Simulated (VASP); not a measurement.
Write the native input for VASP 6.6.1 that does the following.

```
Task                   : single point
Functional             : PBE
Potentials or basis    : VASP PAW PBE potentials, release 64 (Ge_d, Pd)
Cutoff                 : 500 eV
k mesh                 : 6 × 6 × 6
Occupations            : methfessel-paxton, width 0.05 eV
Spin                   : no spin polarisation
Dipole correction      : no
Further INCAR settings : ALGO = Normal; EDIFF = 1e-06; NBANDS = 34
```

The structure of Ge3Pd lies in POSCAR:

```
Ge3Pd
1.0
    4.2232597616      0.0000000000      0.0000000000
    0.0000000000      4.2232597616      0.0000000000
    0.0000000000      0.0000000000      4.2232597616
Ge Pd
3 1
Direct
    0.0000000000      0.5000000000      0.5000000000
    0.5000000000      0.0000000000      0.5000000000
    0.5000000000      0.5000000000      0.0000000000
    0.0000000000      0.0000000000      0.0000000000
```

The input as run:

INCAR

```
ALGO     = Normal         # electronic algorithm
EDIFF    = 1E-6           # SCF threshold, eV
ENCUT    = 500            # plane-wave cutoff, eV
GGA      = PE             # functional
GGA_COMPAT= F            
ISIF     = 2              # what is computed and relaxed
ISMEAR   = 1              # smearing method
LASPH    = T              # aspherical terms in the spheres
LCHARG   = T              # write CHGCAR
LELF     = T              # ELF
LREAL    = F              # projectors in reciprocal space
LVHAR    = T            
LWAVE    = F              # write WAVECAR
NBANDS   = 34             # bands
NELM     = 120            # most SCF steps
PREC     = Accurate       # precision mode
SIGMA    = 0.05           # smearing width, eV
```

KPOINTS

```
k-points
0
Gamma
  6 6 6
```

Potentials or basis: VASP PAW PBE potentials, release 64 (Ge_d, Pd).

Launch:

```sh
$ cat potpaw_PBE.64/Ge_d/POTCAR potpaw_PBE.64/Pd/POTCAR > POTCAR
$ mpirun -np 1 vasp_std > vasp.out
```

Results of the run:

The pressure is -4.2 GPa and the band gap on the k mesh is zero (bands 26 and 27 overlap by 1.69 eV).

Caveat: the cell stands under tension.

Wall time 32 s on 1 thread of Intel(R) Xeon(R) Platinum 8259CL CPU @ 2.50GHz (Skylake/Cascade Lake) (shared host), peak memory 0.19 GiB.
